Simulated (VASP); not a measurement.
# AlN (Imm2) in VASP: notebook, part 2 of 2

VASP 6.6.1. The steps go on from the part before.

**5. Single point, PBE**

This run uses another cell than the first one, of 10.40 Å³/atom, 1.026 times its volume.

Contents of INCAR:

```
SYSTEM = AlN
PREC     = Accurate       ! precision mode
ENCUT    = 520            ! plane-wave cutoff, eV
EDIFF    = 1E-7           ! SCF threshold, eV
ISMEAR   = 0              ! smearing method
SIGMA    = 0.05           ! smearing width, eV
LREAL    = .False.        ! projectors in reciprocal space
LASPH    = .True.         ! aspherical terms in the spheres
NELM     = 100            ! most SCF steps
ALGO     = Normal         ! electronic algorithm
ISIF     = 2              ! what is computed and relaxed
LWAVE    = .False.        ! write WAVECAR
LCHARG   = .False.        ! write CHGCAR
GGA      = PE             ! functional
NBANDS   = 11             ! bands
```

Contents of KPOINTS:

```
regular mesh
0
Gamma
  10 10 10
  0 0 0
```

Contents of POSCAR:

```
AlN
1.0
    0.0000000000      2.1829884494      2.1829884494
    2.1829884494      0.0000000000      2.1829884494
    2.1829884494      2.1829884494      0.0000000000
Al N
1 1
Direct
   -0.0045751888      0.0045751888      0.0045751888
    0.7588131387      0.7411868613      0.7411868613
```

Potentials or basis: VASP PAW PBE potentials, release 64 (Al, N).

Run with:

```bash
$ cat potpaw_PBE.64/Al/POTCAR potpaw_PBE.64/N/POTCAR > POTCAR
$ mpirun -np 1 vasp_std > vasp.out
```

OUTCAR:

```text
SYSTEM = AlN
   PREC = Accurate
   ENCUT = 520
   EDIFF = 1E-7
   ISMEAR = 0
   LREAL = .False.
   LASPH = .True.
   NELM = 100
   ISIF = 2
   GGA = PE

 ion  position               nearest neighbor table
   1  0.995  0.005  0.005-   2 1.86   2 1.86   2 1.92   2 1.92
   2  0.759  0.741  0.741-   1 1.86   1 1.86   1 1.92   1 1.92

  LATTYP: Found a face centered cubic cell.
 ALAT       =     4.3659768988

  Lattice vectors:

 A1 = (   0.0000000000,   2.1829884494,   2.1829884494)
 A2 = (   2.1829884494,   0.0000000000,   2.1829884494)
 A3 = (   2.1829884494,   2.1829884494,   0.0000000000)

Analysis of symmetry for initial positions (statically):
=====================================================================
 Subroutine PRICEL returns:
 Original cell was already a primitive cell.

 Routine SETGRP: Setting up the symmetry group for a
 face centered cubic supercell.

 Subroutine GETGRP returns: Found  4 space group operations
 (whereof  4 operations were pure point group operations)
 out of a pool of 48 trial point group operations.

The static configuration has the point symmetry C_2v.

Analysis of symmetry for dynamics (positions and initial velocities):
[... 171 lines left out ...]
      4       6.1330      2.00000
      5      10.1829      0.00000
      6      18.5362      0.00000
      7      18.5614      0.00000
      8      18.5778      0.00000
      9      23.6541      0.00000
     10      23.6781      0.00000
     11      24.8588      0.00000
[... 309 lines left out ...]
 k-point    24 :       0.1000    0.0000    0.4000
  band No.  band energies     occupation
      1      -7.3155      2.00000
      2       1.0524      2.00000
      3       5.2651      2.00000
      4       5.4044      2.00000
      5      13.2722      0.00000
      6      15.5408      0.00000
      7      17.6639      0.00000
      8      18.1095      0.00000
      9      22.3554      0.00000
     10      24.9507      0.00000
     11      25.4310      0.00000

 [... further k-points ...]

------------------------ aborting loop because EDIFF is reached ----------------------------------------

  FORCE on cell =-STRESS in cart. coord.  units (eV):
  Direction    XX          YY          ZZ          XY          YZ          ZX
  --------------------------------------------------------------------------------------
  -------------------------------------------------------------------------------------
  Total        0.6321318      0.7202140      0.7202140      0.0000000     -0.5504833      0.0000000
  in kB       48.6781356     55.4610148     55.4610148      0.0000000    -42.3906874      0.0000000
  external PRESSURE =      53.2000551 kB  Pullay stress =       0.0000000 kB

 VOLUME and BASIS-vectors are now :
 -----------------------------------------------------------------------------
  energy-cutoff  :      520.00
  volume of cell :       20.81
      direct lattice vectors                 reciprocal lattice vectors
     0.000000000  2.182988449  2.182988449    -0.229043814  0.229043814  0.229043814
     2.182988449  0.000000000  2.182988449     0.229043814 -0.229043814  0.229043814
     2.182988449  2.182988449  0.000000000     0.229043814  0.229043814 -0.229043814

 POSITION                                       TOTAL-FORCE (eV/Angst)
 -----------------------------------------------------------------------------------
      0.01998      2.18299      2.18299        -0.858921      0.000000      0.000000
      3.23600      3.27448      3.27448         0.858921      0.000000      0.000000
 -----------------------------------------------------------------------------------
    total drift:                                0.000100     -0.000000     -0.000000

  FREE ENERGIE OF THE ION-ELECTRON SYSTEM (eV)
  ---------------------------------------------------
  free  energy   TOTEN  =       -14.8144478193 eV

  energy  without entropy=      -14.8144478193  energy(sigma->0) =      -14.81444782
```

stdout:

```text
POSCAR found type information on POSCAR AlN
 POSCAR found :  2 types and       2 ions
 scaLAPACK will be used
 LDA part: xc-table for (Slater+PW92), standard interpolation
 POSCAR, INCAR and KPOINTS ok, starting setup
 FFT: planning ... GRIDC
 FFT: planning ... GRID_SOFT
 FFT: planning ... GRID
 WAVECAR not read
 entering main loop
```

It took 11 s on 1 thread of Intel Xeon 6975P-C (Granite Rapids), shared host; peak memory 0.16 GiB.

Results:

- Free energy: -14.8144 eV
- Pressure: 5.3 GPa
- Largest force: 0.859 eV/Å
- Band gap on the k mesh: 3.17 eV, indirect (least direct gap 4.05 eV)

Forces in eV/Å, atoms in the order of the input:
```
Al  -0.859  0.000  0.000
N    0.859  0.000  0.000
```

Stress tensor (GPa, compression positive):
```
 4.87  0.00  0.00
 0.00  5.55 -4.24
 0.00 -4.24  5.55
```

**6. Single point, PBE**

This run uses another cell than the first one, of 10.40 Å³/atom, 1.026 times its volume.

Contents of INCAR:

```
SYSTEM = AlN
PREC = Accurate
ENCUT = 520
EDIFF = 1E-6
ISMEAR = 0
SIGMA = 0.05
LREAL = .False.
LASPH = .True.
NELM = 60
ALGO = Normal
ISIF = 2
LWAVE = .False.
LCHARG = .False.
GGA = PE
NBANDS = 11
```

Contents of KPOINTS:

```
Automatic mesh
0
Gamma
  10 10 10
  0 0 0
```

Contents of POSCAR:

```
AlN
1.0
    0.0000000000      2.1829884494      2.1829884494
    2.1829884494      0.0000000000      2.1829884494
    2.1829884494      2.1829884494      0.0000000000
Al N
1 1
Direct
   -0.0091503777      0.0091503777      0.0091503777
    0.7676262774      0.7323737226      0.7323737226
```

Potentials or basis: VASP PAW PBE potentials, release 64 (Al, N).

Run with:

```bash
$ cat potpaw_PBE.64/Al/POTCAR potpaw_PBE.64/N/POTCAR > POTCAR
$ mpirun -np 1 vasp_std > vasp.out
```

OUTCAR:

```text
SYSTEM = AlN
   PREC = Accurate
   ENCUT = 520
   EDIFF = 1E-6
   ISMEAR = 0
   LREAL = .False.
   LASPH = .True.
   NELM = 60
   ISIF = 2
   GGA = PE

 ion  position               nearest neighbor table
   1  0.991  0.009  0.009-   2 1.83   2 1.83   2 1.96   2 1.96
   2  0.768  0.732  0.732-   1 1.83   1 1.83   1 1.96   1 1.96

  LATTYP: Found a face centered cubic cell.
 ALAT       =     4.3659768988

  Lattice vectors:

 A1 = (   0.0000000000,   2.1829884494,   2.1829884494)
 A2 = (   2.1829884494,   0.0000000000,   2.1829884494)
 A3 = (   2.1829884494,   2.1829884494,   0.0000000000)

Analysis of symmetry for initial positions (statically):
=====================================================================
 Subroutine PRICEL returns:
 Original cell was already a primitive cell.

 Routine SETGRP: Setting up the symmetry group for a
 face centered cubic supercell.

 Subroutine GETGRP returns: Found  4 space group operations
 (whereof  4 operations were pure point group operations)
 out of a pool of 48 trial point group operations.

The static configuration has the point symmetry C_2v.

Analysis of symmetry for dynamics (positions and initial velocities):
[... 171 lines left out ...]
      4       6.2726      2.00000
      5      10.1584      0.00000
      6      18.5169      0.00000
      7      18.5748      0.00000
      8      18.5963      0.00000
      9      23.5841      0.00000
     10      23.6641      0.00000
     11      24.6350      0.00000
[... 309 lines left out ...]
 k-point    24 :       0.1000    0.0000    0.4000
  band No.  band energies     occupation
      1      -7.3157      2.00000
      2       1.0008      2.00000
      3       5.2434      2.00000
      4       5.5210      2.00000
      5      13.2017      0.00000
      6      15.5174      0.00000
      7      17.5795      0.00000
      8      18.2257      0.00000
      9      22.2667      0.00000
     10      25.0091      0.00000
     11      25.3735      0.00000

 [... further k-points ...]

------------------------ aborting loop because EDIFF is reached ----------------------------------------

  FORCE on cell =-STRESS in cart. coord.  units (eV):
  Direction    XX          YY          ZZ          XY          YZ          ZX
  --------------------------------------------------------------------------------------
  -------------------------------------------------------------------------------------
  Total        0.6209865      0.9732743      0.9732743      0.0000000     -1.1170397      0.0000000
  in kB       47.8198762     74.9482522     74.9482522      0.0000000    -86.0190999      0.0000000
  external PRESSURE =      65.9054602 kB  Pullay stress =       0.0000000 kB

 VOLUME and BASIS-vectors are now :
 -----------------------------------------------------------------------------
  energy-cutoff  :      520.00
  volume of cell :       20.81
      direct lattice vectors                 reciprocal lattice vectors
     0.000000000  2.182988449  2.182988449    -0.229043814  0.229043814  0.229043814
     2.182988449  0.000000000  2.182988449     0.229043814 -0.229043814  0.229043814
     2.182988449  2.182988449  0.000000000     0.229043814  0.229043814 -0.229043814

 POSITION                                       TOTAL-FORCE (eV/Angst)
 -----------------------------------------------------------------------------------
      0.03995      2.18299      2.18299        -1.700505      0.000000      0.000000
      3.19753      3.27448      3.27448         1.700505     -0.000000     -0.000000
 -----------------------------------------------------------------------------------
    total drift:                                0.000355     -0.000000     -0.000000

  FREE ENERGIE OF THE ION-ELECTRON SYSTEM (eV)
  ---------------------------------------------------
  free  energy   TOTEN  =       -14.7395329020 eV

  energy  without entropy=      -14.7395329020  energy(sigma->0) =      -14.73953290
```

OSZICAR:

```text
N       E                     dE             d eps       ncg     rms          rms(c)
DAV:   1     0.113464220320E+02    0.11346E+02   -0.38790E+03  3834   0.604E+02
DAV:   2    -0.162590131049E+02   -0.27605E+02   -0.26584E+02  4475   0.138E+02
DAV:   3    -0.171636131884E+02   -0.90460E+00   -0.90343E+00  4616   0.238E+01
DAV:   4    -0.171683735283E+02   -0.47603E-02   -0.47599E-02  4230   0.189E+00
DAV:   5    -0.171684302907E+02   -0.56762E-04   -0.56762E-04  4581   0.200E-01    0.872E+00
DAV:   6    -0.147517608420E+02    0.24167E+01   -0.12073E+01  4370   0.174E+01    0.285E+00
DAV:   7    -0.147466770183E+02    0.50838E-02   -0.17605E-01  4266   0.328E+00    0.208E+00
DAV:   8    -0.147408992728E+02    0.57777E-02   -0.29542E-02  4167   0.160E+00    0.571E-01
DAV:   9    -0.147394698313E+02    0.14294E-02   -0.43365E-03  4524   0.395E-01    0.225E-01
DAV:  10    -0.147395191007E+02   -0.49269E-04   -0.39774E-04  4182   0.134E-01    0.239E-02
DAV:  11    -0.147395323372E+02   -0.13236E-04   -0.14218E-05  4458   0.300E-02    0.708E-03
DAV:  12    -0.147395329020E+02   -0.56477E-06   -0.16040E-06  4170   0.881E-03
   1 F= -.14739533E+02 E0= -.14739533E+02  d E =-.129959E-17
```

stdout:

```text
POSCAR found type information on POSCAR AlN
 POSCAR found :  2 types and       2 ions
 scaLAPACK will be used
 LDA part: xc-table for (Slater+PW92), standard interpolation
 POSCAR, INCAR and KPOINTS ok, starting setup
 FFT: planning ... GRIDC
 FFT: planning ... GRID_SOFT
 FFT: planning ... GRID
 WAVECAR not read
 entering main loop
```

Run time: 9.7 s. Hardware: 1 thread of Intel Xeon 6975P-C (Granite Rapids), shared host; peak memory 0.16 GiB.

What came out:

```
Free energy            : -14.7395 eV
Pressure               : 6.6 GPa
Largest force          : 1.701 eV/Å
Band gap on the k mesh : 3.02 eV, indirect (least direct gap 3.89 eV)
```

Forces in eV/Å, atoms in the order of the input:
```
Al  -1.701  0.000  0.000
N    1.701  0.000  0.000
```

Stress tensor (GPa, compression positive):
```
 4.78  0.00  0.00
 0.00  7.49 -8.60
 0.00 -8.60  7.49
```

Caveat: forces of over 1 eV/Å act on the atoms, so gaps and moduli don't describe the material at rest.
